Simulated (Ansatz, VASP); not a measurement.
# Si3C2 in VASP and in Ansatz

```
Si C
1.0
     4.77217    0.00000    0.00000
    -2.38608    4.13282    0.00000
     0.00000    0.00000    2.76329
Si C
3 2
Direct
  0.35981 0.00000 0.00000
  0.00000 0.35981 0.00000
  0.64019 0.64019 0.00000
  0.33333 0.66667 0.50000
  0.66667 0.33333 0.50000
```

Alike in both runs: functional PBE; k mesh 12 × 12 × 14; occupations gaussian, width 0.1 eV; no spin polarisation.

Ansatz relaxed the structure, and its values are those at the end. VASP's run is a single point on that final structure, the one shown.

|  | VASP | Ansatz |
| --- | --- | --- |
| version | VASP 6.6.1 | Ansatz 0.2.0 |
| potentials or method | VASP PAW PBE potentials, release 64 (Si, C), cutoff 520 eV | scalar-relativistic, plane waves, PAW |
| valence electrons in the cell | 20 | 20 |

```tsv
	VASP	Ansatz	Ansatz less VASP
gap on the k mesh at the Fermi level (eV)	none	none	-
pressure (GPa)	0.0	0.0	-0.06
```

A gap of «none» marks a metal or a gap that the smearing closes.
